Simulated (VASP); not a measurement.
# TaN (Fm-3m) in VASP: further runs

TaN is run at these levels: PBE; tasks: single point, relaxation of cell and atoms.

Program: VASP 6.6.1. These are calculated values, not measurements. Logs are shortened: lines on timing, memory, paths and dates and some standing lists are left out, and cuts for length are marked.

## (1) The cell of the first run

Symmetry: Fm-3m, No. 225, cubic system. The conventional cell has a = 4.418 Å, b = 4.418 Å, c = 4.418 Å, α = 90.00°, β = 90.00°, γ = 90.00°. Within 2.9 Å of Ta (site symmetry m-3m) lie 6 N at 2.21 Å. Within 2.9 Å of N (site symmetry m-3m) lie 6 Ta at 2.21 Å.

## (2) Single point, PBE

INCAR reads:

```
SYSTEM = TaN
PREC     = Accurate       ! precision mode
ENCUT    = 520            ! plane-wave cutoff, eV
EDIFF    = 1E-7           ! SCF threshold, eV
ISMEAR   = 1              ! smearing method
SIGMA    = 0.1            ! smearing width, eV
LREAL    = .FALSE.        ! projectors in reciprocal space
LASPH    = .TRUE.         ! aspherical terms in the spheres
NELM     = 100            ! most SCF steps
ALGO     = Normal         ! electronic algorithm
ISIF     = 2              ! what is computed and relaxed
LWAVE    = .FALSE.        ! write WAVECAR
LCHARG   = .FALSE.        ! write CHGCAR
GGA      = PE             ! functional
NBANDS   = 42             ! bands
```

KPOINTS reads:

```
regular mesh
0
G
  6 6 6
  0 0 0
```

POSCAR reads:

```
TaN
1.0
    4.4183183019      0.0000000000      0.0000000000
    0.0000000000      4.4183183019      0.0000000000
    0.0000000000      0.0000000000      4.4183183019
Ta N
4 4
Direct
    0.0000000000      0.0000000000      0.0000000000
    0.0000000000      0.5000000000      0.5000000000
    0.5000000000      0.0000000000      0.5000000000
    0.5000000000      0.5000000000      0.0000000000
    0.5000000000      0.5000000000      0.5000000000
    0.0000000000      0.0000000000      0.5000000000
    0.0000000000      0.5000000000      0.0000000000
    0.5000000000      0.0000000000      0.0000000000
```

Potentials or basis: VASP PAW PBE potentials, release 64 (Ta_pv, N).

The run is started by

```console
cat potpaw_PBE.64/Ta_pv/POTCAR potpaw_PBE.64/N/POTCAR > POTCAR
mpirun -np 1 vasp_std > vasp.out
```

OUTCAR:

```text
SYSTEM = TaN
   PREC = Accurate
   ENCUT = 520
   EDIFF = 1E-7
   ISMEAR = 1
   LREAL = .FALSE.
   LASPH = .TRUE.
   NELM = 100
   ISIF = 2
   GGA = PE

 ion  position               nearest neighbor table
   1  0.000  0.000  0.000-   6 2.21   7 2.21   8 2.21   6 2.21   7 2.21   8 2.21   2 3.12   3 3.12
                             2 3.12   2 3.12   4 3.12   3 3.12   2 3.12   3 3.12   4 3.12   4 3.12
   2  0.000  0.500  0.500-   5 2.21   6 2.21   7 2.21   7 2.21   6 2.21   5 2.21   1 3.12   4 3.12
                             1 3.12   1 3.12   3 3.12   3 3.12   1 3.12   3 3.12   4 3.12   4 3.12
   3  0.500  0.000  0.500-   5 2.21   6 2.21   8 2.21   8 2.21   5 2.21   6 2.21   1 3.12   4 3.12
                             1 3.12   2 3.12   4 3.12   2 3.12   4 3.12   1 3.12   2 3.12   4 3.12
   4  0.500  0.500  0.000-   5 2.21   7 2.21   8 2.21   5 2.21   8 2.21   7 2.21   2 3.12   3 3.12
                             1 3.12   1 3.12   3 3.12   2 3.12   3 3.12   1 3.12   2 3.12   3 3.12
   5  0.500  0.500  0.500-   2 2.21   3 2.21   4 2.21   4 2.21   3 2.21   2 2.21
   6  0.000  0.000  0.500-   1 2.21   2 2.21   3 2.21   1 2.21   2 2.21   3 2.21
   7  0.000  0.500  0.000-   1 2.21   2 2.21   4 2.21   2 2.21   1 2.21   4 2.21
   8  0.500  0.000  0.000-   1 2.21   3 2.21   4 2.21   3 2.21   4 2.21   1 2.21

  LATTYP: Found a simple cubic cell.
 ALAT       =     4.4183183019

  Lattice vectors:

 A1 = (   4.4183183019,   0.0000000000,   0.0000000000)
 A2 = (   0.0000000000,   4.4183183019,   0.0000000000)
 A3 = (   0.0000000000,   0.0000000000,   4.4183183019)

Analysis of symmetry for initial positions (statically):
=====================================================================
 Subroutine PRICEL returns following result:

  LATTYP: Found a face centered cubic cell.
 ALAT       =     4.4183183019

  Lattice vectors:

 A1 = (   2.2091591510,  -2.2091591510,   0.0000000000)
 A2 = (   2.2091591510,   0.0000000000,   2.2091591510)
 A3 = (   0.0000000000,  -2.2091591510,   2.2091591510)

   4 primitive cells build up your supercell.

 Routine SETGRP: Setting up the symmetry group for a
 simple cubic supercell.

 Subroutine GETGRP returns: Found 48 space group operations
 (whereof 48 operations were pure point group operations)
 out of a pool of 48 trial point group operations.

The static configuration has the point symmetry O_h .

Analysis of symmetry for dynamics (positions and initial velocities):
=====================================================================
 Subroutine PRICEL returns following result:

  LATTYP: Found a face centered cubic cell.
 ALAT       =     4.4183183019

  Lattice vectors:

 A1 = (   2.2091591510,  -2.2091591510,   0.0000000000)
 A2 = (   2.2091591510,   0.0000000000,   2.2091591510)
 A3 = (   0.0000000000,  -2.2091591510,   2.2091591510)

   4 primitive cells build up your supercell.

 Routine SETGRP: Setting up the symmetry group for a
 simple cubic supercell.

 Subroutine GETGRP returns: Found 48 space group operations
 (whereof 48 operations were pure point group operations)
 out of a pool of 48 trial point group operations.

The dynamic configuration has the point symmetry O_h .

 Subroutine INISYM returns: Found 48 space group operations
 (whereof 48 operations are pure point group operations),
 and found     4 'primitive' translations

----------------------------------------------------------------------------------------

                                     Primitive cell

  volume of cell :      21.5631

  direct lattice vectors                    reciprocal lattice vectors
     2.209159151 -2.209159151  0.000000000     0.226330457 -0.226330457 -0.226330457
     2.209159151  0.000000000  2.209159151     0.226330457  0.226330457  0.226330457
     0.000000000 -2.209159151  2.209159151    -0.226330457 -0.226330457  0.226330457

  length of vectors
     3.124222833  3.124222833  3.124222833     0.392015851  0.392015851  0.392015851

  position of ions in fractional coordinates (direct lattice)
     0.000000000  0.000000000  0.000000000
     0.500000000  0.500000000  0.500000000

  ion indices of the primitive-cell ions
   primitive index   ion index
                 1           1
                 2           7

----------------------------------------------------------------------------------------

 KPOINTS: regular mesh

Automatic generation of k-mesh.
 Grid dimensions read from file:
 generate k-points for:    6    6    6

 Generating k-lattice:

  Cartesian coordinates                     Fractional coordinates (reciprocal lattice)
     0.037721743  0.000000000  0.000000000     0.166666667  0.000000000  0.000000000
     0.000000000  0.037721743  0.000000000     0.000000000  0.166666667  0.000000000
     0.000000000  0.000000000  0.037721743     0.000000000  0.000000000  0.166666667

  Length of vectors
     0.037721743  0.037721743  0.037721743

  Shift w.r.t. Gamma in fractional coordinates (k-lattice)
     0.000000000  0.000000000  0.000000000

 Subroutine IBZKPT returns following result:
 ===========================================

 Found     20 irreducible k-points:

 Following reciprocal coordinates:
            Coordinates               Weight
  0.000000  0.000000  0.000000      1.000000
  0.166667  0.000000  0.000000      6.000000
  0.333333  0.000000  0.000000      6.000000
  0.500000  0.000000  0.000000      3.000000
  0.166667  0.166667  0.000000     12.000000
  0.333333  0.166667  0.000000     24.000000
[... 12 lines left out ...]
  0.500000  0.500000  0.333333      6.000000
  0.500000  0.500000  0.500000      1.000000
   k-points           NKPTS =     20   k-points in BZ     NKDIM =     20   number of bands    NBANDS=     42
   number of dos      NEDOS =    301   number of ions     NIONS =      8
   total plane-waves  NPLWV =  46656
   dimension x,y,z NGX =    36 NGY =   36 NGZ =   36
   dimension x,y,z NGXF=    72 NGYF=   72 NGZF=   72
   ions per type =               4   4
   NGX,Y,Z   is equivalent  to a cutoff of  13.55, 13.55, 13.55 a.u.
   NGXF,Y,Z  is equivalent  to a cutoff of  27.09, 27.09, 27.09 a.u.
 SYSTEM =  TaN
   PREC   = accura    normal or accurate (medium, high low for compatibility)
   ISTART =      0    job   : 0-new  1-cont  2-samecut
   ICHARG =      2    charge: 1-file 2-atom 10-const
   ISPIN  =      1    spin polarized calculation?
   LNONCOLLINEAR =      F non collinear calculations
   LSORBIT =      F    spin-orbit coupling
   LASPH  =      T    aspherical Exc in radial PAW
   ENCUT  =  520.0 eV  38.22 Ry    6.18 a.u.   8.22  8.22  8.22*2*pi/ulx,y,z
   NELM   =    100;   NELMIN=  2; NELMDL= -5     # of ELM steps
   EDIFF  = 0.1E-06   stopping-criterion for ELM
   LREAL  =      F    real-space projection
   EDIFFG = 0.1E-05   stopping-criterion for IOM
   NSW    =      0    number of steps for IOM
   IBRION =     -1    ionic relax: 0-MD 1-quasi-New 2-CG
   NFREE  =      0    steps in history (QN), initial steepest desc. (CG)
   ISIF   =      2    stress and relaxation
   ISYM   =      2    0-nonsym 1-usesym 2-fastsym
   POTIM  = 0.5000    time-step for ionic-motion
   TEBEG  =    0.0;   TEEND  =   0.0 temperature during run
   PSTRESS=    0.0 pullay stress
   NELECT =      64.0000    total number of electrons
   NUPDOWN=      -1.0000    fix difference up-down
   EMIN   =  10.00;   EMAX   =-10.00  energy-range for DOS
   EFERMI =   0.00;   METHOD = LEGACY
   ISMEAR =     1;   SIGMA  =   0.10  broadening in eV -4-tet -1-fermi 0-gaus
   EFERMI_NEDOS =   21; number of points for ismear=-14 and -15
   IALGO  =     38    algorithm
   IMIX   =      4    mixing-type and parameters
     AMIX     =   0.40;   BMIX     =  1.00
     AMIX_MAG =   1.60;   BMIX_MAG =  1.00
  volume/ion in A,a.u.               =      10.78        72.76
  Fermi-wavevector in a.u.,A,eV,Ry     =   1.482101  2.800765 29.886878  2.196624
  Thomas-Fermi vector in A             =   2.595929
   LORBIT       =      0    0 simple, 1 ext, 2 COOP (PROOUT), +10 PAW based schemes
   GGA     = PE    functional components
   LHFCALC =     F    Hartree Fock is set to
   AEXX    =    0.0000 exact exchange contribution
   IVDW    =     0    specifies the selected vdW correction
   LEPSILON=     F    determine dielectric tensor
   LRPA    =     F    only Hartree local field effects (RPA)
 non-spin polarized calculation
 Methfessel and Paxton  Order N= 1 SIGMA  =   0.10
  energy-cutoff  :      520.00
  volume of cell :       86.25
 maximum number of plane-waves:      2360
 NGX is ok and might be reduce to    36
   NGX = 17   NGY = 17   NGZ = 17

 number of electron      64.0000013 magnetization

 Free energy of the ion-electron system (eV)
  ---------------------------------------------------
  ext. energy  EPLUGINS =         0.00000000
  ---------------------------------------------------
  free energy    TOTEN  =       -87.17184009 eV

  energy without entropy =      -87.17459402  energy(sigma->0) =      -87.17275807

 E-fermi :   9.3807     XC(G=0): -13.3602

 val. band max:        9.3553420878   @ k =   0.5000   0.1667   0.0000
 cond. band min:       9.3921855566   @ k =   0.3333   0.1667   0.1667
 fundamental gap:      0.0368434688
 Fermi energy:         9.3807011684

 k-point     1 :       0.0000    0.0000    0.0000
  band No.  band energies     occupation
      1     -27.1059      2.00000
      2     -27.1059      2.00000
      3     -27.1059      2.00000
      4     -26.6889      2.00000
      5     -26.6889      2.00000
      6     -26.6889      2.00000
[... 34 lines left out ...]
     41      12.8507      0.00000
     42      12.8507      0.00000

 k-point     2 :       0.1667    0.0000    0.0000
  band No.  band energies     occupation
      1     -27.0787      2.00000
      2     -27.0787      2.00000
      3     -27.0678      2.00000
      4     -26.7176      2.00000
      5     -26.7176      2.00000
      6     -26.6948      2.00000
[... 34 lines left out ...]
     41      12.3355      0.00000
     42      12.3359      0.00000

 k-point     3 :       0.3333    0.0000    0.0000
  band No.  band energies     occupation
      1     -27.0039      2.00000
      2     -27.0039      2.00000
      3     -26.9586      2.00000
      4     -26.7954      2.00000
      5     -26.7954      2.00000
      6     -26.7066      2.00000
[... 34 lines left out ...]
     41      12.1602      0.00000
     42      12.5940      0.00000

 k-point     4 :       0.5000    0.0000    0.0000
  band No.  band energies     occupation
      1     -26.9004      2.00000
      2     -26.9004      2.00000
      3     -26.9004      2.00000
      4     -26.9004      2.00000
      5     -26.7965      2.00000
      6     -26.7965      2.00000
[... 664 lines left out ...]
     41      14.1113      0.00000
     42      14.1114      0.00000

 k-point    19 :       0.5000    0.5000    0.3333
  band No.  band energies     occupation
      1     -27.1846      2.00000
      2     -27.1846      2.00000
      3     -27.1846      2.00000
      4     -27.1846      2.00000
      5     -26.5406      2.00000
      6     -26.5406      2.00000
[... 34 lines left out ...]
     41      14.0029      0.00000
     42      14.0029      0.00000

 k-point    20 :       0.5000    0.5000    0.5000
  band No.  band energies     occupation
      1     -27.2264      2.00000
      2     -27.2264      2.00000
      3     -27.2264      2.00000
      4     -27.2264      2.00000
      5     -26.4988      2.00000
      6     -26.4988      2.00000
[... 34 lines left out ...]
     41      13.1670      0.00000
     42      13.1670      0.00000

------------------------ aborting loop because EDIFF is reached ----------------------------------------

  FORCE on cell =-STRESS in cart. coord.  units (eV):
  Direction    XX          YY          ZZ          XY          YZ          ZX
  --------------------------------------------------------------------------------------
  -------------------------------------------------------------------------------------
  Total        0.4205706      0.4205706      0.4205706     -0.0000000     -0.0000000      0.0000000
  in kB        7.8122918      7.8122918      7.8122918     -0.0000000     -0.0000000      0.0000000
  external PRESSURE =       7.8122918 kB  Pullay stress =       0.0000000 kB

 VOLUME and BASIS-vectors are now :
 -----------------------------------------------------------------------------
  energy-cutoff  :      520.00
  volume of cell :       86.25
      direct lattice vectors                 reciprocal lattice vectors
     4.418318302  0.000000000  0.000000000     0.226330457  0.000000000  0.000000000
     0.000000000  4.418318302  0.000000000     0.000000000  0.226330457  0.000000000
     0.000000000  0.000000000  4.418318302     0.000000000  0.000000000  0.226330457

 POSITION                                       TOTAL-FORCE (eV/Angst)
 -----------------------------------------------------------------------------------
      0.00000      0.00000      0.00000        -0.000000     -0.000000     -0.000000
      0.00000      2.20916      2.20916         0.000000     -0.000000     -0.000000
      2.20916      0.00000      2.20916        -0.000000      0.000000      0.000000
      2.20916      2.20916      0.00000         0.000000      0.000000     -0.000000
      2.20916      2.20916      2.20916         0.000000      0.000000      0.000000
      0.00000      0.00000      2.20916         0.000000     -0.000000      0.000000
      0.00000      2.20916      0.00000        -0.000000     -0.000000     -0.000000
      2.20916      0.00000      0.00000         0.000000      0.000000      0.000000
 -----------------------------------------------------------------------------------
    total drift:                                0.000000      0.000000      0.000000

  FREE ENERGIE OF THE ION-ELECTRON SYSTEM (eV)
  ---------------------------------------------------
  free  energy   TOTEN  =       -87.1718400863 eV

  energy  without entropy=      -87.1745940233  energy(sigma->0) =      -87.17275807
```

Run time: 40 s. Hardware: 1 thread of Intel Xeon Platinum 8488C (Sapphire Rapids), shared host; peak memory 0.22 GiB.

Results:

* Free energy: -87.1718 eV
* Pressure: 0.8 GPa
* Band gap on the k mesh: zero (bands 32 and 33 overlap by 3.93 eV)

Caveat: spin-orbit coupling is left out, which moves the levels of the heavy elements.

## (3) Relaxation of cell and atoms, PBE

This run uses another cell than the first one, of 10.36 Å³/atom.

INCAR reads:

```
SYSTEM = TaN
  PREC = Accurate
  ENCUT = 600
  EDIFF = 1E-7
  ISMEAR = 1
  SIGMA = 0.1
  LREAL = .False.
  LASPH = .True.
  NELM = 80
  ALGO = Normal
  ISIF = 3
  LWAVE = .False.
  LCHARG = .False.
  GGA = PE
  IBRION = 2
  NSW = 80
  EDIFFG = -0.03
```

KPOINTS reads:

```
Automatic mesh
0
Gamma
  6 6 6
  0 0 0
```

Edit POSCAR of step 2 so:

```diff
@@ -2,5 +2,5 @@
 1.0
-    4.4183183019      0.0000000000      0.0000000000
-    0.0000000000      4.4183183019      0.0000000000
-    0.0000000000      0.0000000000      4.4183183019
+    4.3600000000      0.0000000000      0.0000000000
+    0.0000000000      4.3600000000      0.0000000000
+    0.0000000000      0.0000000000      4.3600000000
 Ta N
```

Potentials or basis: VASP PAW PBE potentials, release 64 (Ta_pv, N).

The run is started by

```console
cat potpaw_PBE.64/Ta_pv/POTCAR potpaw_PBE.64/N/POTCAR > POTCAR
mpirun -np 1 vasp_std > vasp.out
```

Wall time 2.3 min (1 thread of Intel Xeon Platinum 8488C (Sapphire Rapids), shared host); peak memory 0.24 GiB.

Results (log left out):

* Free energy: -87.1762 eV
* Relaxed volume: 10.81 Å³/atom
* Relaxed cell: a = 4.422 Å, b = 4.422 Å, c = 4.422 Å, α = 90.00°, β = 90.00°, γ = 90.00°
* Space group after relaxing (to 0.1 Å): Fm-3m (No. 225)
* Energy gained by relaxing: 20.3 meV/atom
* Ionic steps: 4
* Pressure after relaxing: 0.0 GPa
* Band gap on the k mesh: zero (bands 32 and 33 overlap by 3.91 eV)

Step by step:
```csv
step,energy change (eV),largest force (eV/Å),pressure (GPa),volume (Å³)
1,0.0000,0.0000,15.21,82.88
2,0.6114,0.0000,-25.72,95.25
3,-0.1622,0.0000,-0.49,86.57
4,-0.1624,0.0000,-0.03,86.44
```

Final structure:
```yaml
crystal:
  lattice:
    - [4.42160, 0.00000, 0.00000]
    - [0.00000, 4.42160, 0.00000]
    - [0.00000, 0.00000, 4.42160]
  atoms:
    - { symbol: Ta, position: [0.00000, 0.00000, 0.00000] }
    - { symbol: Ta, position: [0.00000, 0.50000, 0.50000] }
    - { symbol: Ta, position: [0.50000, 0.00000, 0.50000] }
    - { symbol: Ta, position: [0.50000, 0.50000, 0.00000] }
    - { symbol: N, position: [0.50000, 0.50000, 0.50000] }
    - { symbol: N, position: [0.00000, 0.00000, 0.50000] }
    - { symbol: N, position: [0.00000, 0.50000, 0.00000] }
    - { symbol: N, position: [0.50000, 0.00000, 0.00000] }
```

Levels at points of the mesh, in eV from the Fermi level:
| k point | band 30 | band 31 | band 32 | band 33 | band 34 | band 35 |
| --- | --- | --- | --- | --- | --- | --- |
| (0.00, 0.00, 0.00) | -3.77 | -3.77 | -2.06 | -2.06 | -2.06 | 0.07 |
| (0.50, 0.00, 0.00) | -4.01 | -0.17 | -0.17 | -0.17 | -0.17 | 0.97 |
| (0.50, 0.50, 0.00) | 0.41 | 0.41 | 0.41 | 0.63 | 0.63 | 0.63 |
| (0.50, 0.50, 0.50) | 1.86 | 1.86 | 1.86 | 1.86 | 1.86 | 1.86 |

Caveat: spin-orbit coupling is left out, which moves the levels of the heavy elements.
